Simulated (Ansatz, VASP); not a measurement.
## One calculation of WS2, two programs

```
W S
1.0
     3.15431    0.00000    0.00000
    -1.57716    2.73172    0.00000
     0.00000    0.00000   18.81580
W S
3 6
Cartesian
  1.5772 0.9106 12.4133
  0.0000 1.8211 18.4905
  0.0000 1.8211 6.3360
  1.5772 0.9106 20.0659
  1.5772 0.9106 7.9110
  0.0000 1.8211 13.9880
  1.5772 0.9106 16.9151
  1.5772 0.9106 4.7609
  0.0000 1.8211 10.8387
```

Alike in both runs: functional PBE; dispersion D3(BJ); k mesh 12 × 12 × 1; occupations gaussian, width 0.02 eV; no spin polarisation.

Ansatz relaxed the structure, and its values are those at the end. VASP's run is a single point on that final structure, the one shown.

|  | VASP | Ansatz |
| --- | --- | --- |
| version | VASP 6.6.1 | Ansatz 0.2.0 |
| potentials or method | VASP PAW PBE potentials, release 64 (W_sv, S), cutoff 520 eV | scalar-relativistic, plane waves, PAW |
| valence electrons in the cell | 78 | 78 |

```tsv
	VASP	Ansatz	Ansatz less VASP
gap on the k mesh at the Fermi level (eV)	1.09	1.07	-0.015
least direct gap on the mesh (eV)	1.88	1.88	-0.003
pressure (GPa)	-0.1	0.0	+0.04
```

Spin-orbit coupling is off throughout.
